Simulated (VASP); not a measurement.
# CaO (Fm-3m) in VASP: notebook, part 2 of 2

VASP 6.6.1.

### Step 4. Single point, PBE (volume scaled by 0.88)

Input file INCAR:

```
SYSTEM = CaO
PREC = Accurate
ENCUT = 520
EDIFF = 1E-6
ISMEAR = 0
SIGMA = 0.02
LREAL = .False.
LASPH = .True.
NELM = 60
ALGO = Normal
ISIF = 2
LWAVE = .False.
LCHARG = .False.
GGA = PE
NBANDS = 15
```

Input file KPOINTS:

```
regular mesh
0
Gamma
  8 8 8
  0 0 0
```

Input file POSCAR:

```
CaO
1.0
    0.0000000000      2.3148513301      2.3148513301
    2.3148513301      0.0000000000      2.3148513301
    2.3148513301      2.3148513301      0.0000000000
Ca O
1 1
Direct
    0.0000000000      0.0000000000      0.0000000000
    0.5000000000      0.5000000000      0.5000000000
```

Potentials or basis: VASP PAW PBE potentials, release 64 (Ca_sv, O).

The run is started by

```bash
$ cat potpaw_PBE.64/Ca_sv/POTCAR potpaw_PBE.64/O/POTCAR > POTCAR
$ mpirun -np 1 vasp_std > vasp.out
```

OUTCAR:

```text
SYSTEM = CaO
   PREC = Accurate
   ENCUT = 520
   EDIFF = 1E-6
   ISMEAR = 0
   LREAL = .False.
   LASPH = .True.
   NELM = 60
   ISIF = 2
   GGA = PE

 ion  position               nearest neighbor table
   1  0.000  0.000  0.000-   2 2.31   2 2.31   2 2.31   2 2.31   2 2.31   2 2.31
   2  0.500  0.500  0.500-   1 2.31   1 2.31   1 2.31   1 2.31   1 2.31   1 2.31

  LATTYP: Found a face centered cubic cell.
 ALAT       =     4.6297026602

  Lattice vectors:

 A1 = (   0.0000000000,   2.3148513301,   2.3148513301)
 A2 = (   2.3148513301,   0.0000000000,   2.3148513301)
[... 618 lines left out ...]

  FORCE on cell =-STRESS in cart. coord.  units (eV):
  Direction    XX          YY          ZZ          XY          YZ          ZX
  --------------------------------------------------------------------------------------
  -------------------------------------------------------------------------------------
  Total        2.9003731      2.9003731      2.9003731      0.0000000      0.0000000     -0.0000000
  in kB      187.3118033    187.3118033    187.3118033      0.0000000      0.0000000     -0.0000000
  external PRESSURE =     187.3118033 kB  Pullay stress =       0.0000000 kB

 VOLUME and BASIS-vectors are now :
 -----------------------------------------------------------------------------
  energy-cutoff  :      520.00
  volume of cell :       24.81
      direct lattice vectors                 reciprocal lattice vectors
     0.000000000  2.314851330  2.314851330    -0.215996593  0.215996593  0.215996593
     2.314851330  0.000000000  2.314851330     0.215996593 -0.215996593  0.215996593
     2.314851330  2.314851330  0.000000000     0.215996593  0.215996593 -0.215996593

 POSITION                                       TOTAL-FORCE (eV/Angst)
 -----------------------------------------------------------------------------------
      0.00000      0.00000      0.00000        -0.000000      0.000000     -0.000000
      2.31485      2.31485      2.31485         0.000000     -0.000000      0.000000
 -----------------------------------------------------------------------------------
    total drift:                                0.000000     -0.000000     -0.000000

  FREE ENERGIE OF THE ION-ELECTRON SYSTEM (eV)
  ---------------------------------------------------
  free  energy   TOTEN  =       -12.6188742419 eV

  energy  without entropy=      -12.6188742419  energy(sigma->0) =      -12.61887424
```

OSZICAR:

```text
N       E                     dE             d eps       ncg     rms          rms(c)
DAV:   1     0.124905380132E+03    0.12491E+03   -0.85555E+03   870   0.111E+03
DAV:   2    -0.946334259718E+01   -0.13437E+03   -0.12623E+03  1101   0.297E+02
DAV:   3    -0.142378752812E+02   -0.47745E+01   -0.47520E+01  1003   0.587E+01
DAV:   4    -0.143658038272E+02   -0.12793E+00   -0.12785E+00  1228   0.866E+00
DAV:   5    -0.143676286440E+02   -0.18248E-02   -0.18248E-02  1004   0.931E-01    0.864E+00
DAV:   6    -0.126751281567E+02    0.16925E+01   -0.47514E+00  1004   0.224E+01    0.330E+00
DAV:   7    -0.126230375103E+02    0.52091E-01   -0.38496E-01  1032   0.658E+00    0.175E+00
DAV:   8    -0.126202921179E+02    0.27454E-02   -0.70241E-02  1136   0.284E+00    0.425E-01
DAV:   9    -0.126183393558E+02    0.19528E-02   -0.52713E-03   926   0.680E-01    0.105E-01
DAV:  10    -0.126189058654E+02   -0.56651E-03   -0.66656E-04   996   0.254E-01    0.394E-02
DAV:  11    -0.126188762754E+02    0.29590E-04   -0.81443E-05  1099   0.101E-01    0.118E-02
DAV:  12    -0.126188742614E+02    0.20140E-05   -0.90158E-06  1010   0.358E-02    0.123E-03
DAV:  13    -0.126188742419E+02    0.19469E-07   -0.69328E-07   676   0.749E-03
   1 F= -.12618874E+02 E0= -.12618874E+02  d E =-.277715E-34
```

stdout:

```text
POSCAR found type information on POSCAR CaO
 POSCAR found :  2 types and       2 ions
 scaLAPACK will be used
 LDA part: xc-table for (Slater+PW92), standard interpolation
 POSCAR, INCAR and KPOINTS ok, starting setup
 FFT: planning ... GRIDC
 FFT: planning ... GRID_SOFT
 FFT: planning ... GRID
 WAVECAR not read
 entering main loop
```

It took 5.8 s on 1 thread of Intel Xeon Platinum 8375C at 2.90GHz (Ice Lake), shared host; peak memory 0.14 GiB.

Results:

```yaml
Free_energy: -12.6189 eV
Pressure: 18.7 GPa
Band_gap_on_the_k_mesh: 3.57 eV, indirect (least direct gap 3.91 eV)
```

 A k mesh can miss the band edges.

### Step 5. Single point, PBE (volume scaled by 0.94)

Input file INCAR:

```
SYSTEM = CaO
  PREC = Accurate
  ENCUT = 520
  EDIFF = 1E-6
  ISMEAR = 0
  SIGMA = 0.02
  LREAL = .False.
  LASPH = .True.
  NELM = 60
  ALGO = Normal
  ISIF = 2
  LWAVE = .False.
  LCHARG = .True.
  GGA = PE
  LELF = .True.
  LVHAR = .True.
  NBANDS = 15
```

Input file KPOINTS:

```
Automatic mesh
0
Gamma
  8 8 8
  0 0 0
```

Input file POSCAR:

```
CaO
1.0
    0.0000000000      2.3663092302      2.3663092302
    2.3663092302      0.0000000000      2.3663092302
    2.3663092302      2.3663092302      0.0000000000
Ca O
1 1
Direct
    0.0000000000      0.0000000000      0.0000000000
    0.5000000000      0.5000000000      0.5000000000
```

The run is started by

```bash
$ cat potpaw_PBE.64/Ca_sv/POTCAR potpaw_PBE.64/O/POTCAR > POTCAR
$ mpirun -np 1 vasp_std > vasp.out
```

Run time: 11 s. Hardware: 1 thread of Intel Xeon Platinum 8375C at 2.90GHz (Ice Lake), shared host; peak memory 0.16 GiB.

The run converged. Its results:

```
Free energy            : -12.7598 eV
Pressure               : 8.1 GPa
Band gap on the k mesh : 3.62 eV, indirect (least direct gap 3.98 eV)
```

Levels at points of the mesh, in eV from the valence-band top:
| k point | band 6 | band 7 | band 8 | band 9 | band 10 | band 11 |
| --- | --- | --- | --- | --- | --- | --- |
| (0.00, 0.00, 0.00) | 0.00 | 0.00 | 0.00 | 5.10 | 6.34 | 6.34 |
| (0.50, 0.00, 0.00) | -2.75 | -1.30 | -1.30 | 7.27 | 8.61 | 8.61 |
| (0.50, 0.50, 0.00) | -1.28 | -0.36 | -0.36 | 3.62 | 8.39 | 9.16 |

 A k mesh can miss the band edges.

### Step 6. Summary

| cell | k mesh | smearing | gap on the mesh (eV) | pressure (GPa) |
| --- | --- | --- | --- | --- |
| a = 3.414 Å, angles 60.0°, 2 atoms | 6 × 6 × 6 | gaussian 0.1 eV | 3.64 | 0.7 |
| a = 3.310 Å, angles 60.0°, 2 atoms | 8 × 8 × 8 | gaussian 0.02 eV | 3.60 | 13.0 |
| a = 3.274 Å, angles 60.0°, 2 atoms | 8 × 8 × 8 | gaussian 0.02 eV | 3.57 | 18.7 |
| a = 3.346 Å, angles 60.0°, 2 atoms | 8 × 8 × 8 | gaussian 0.02 eV | 3.62 | 8.1 |

Alike in all rows: task single point; level PBE; potentials or basis VASP PAW PBE potentials, release 64 (Ca_sv, O); no spin polarisation; cutoff (eV) 520.

Total energies depend on the potentials used, so only differences within one code and one set of settings carry meaning.
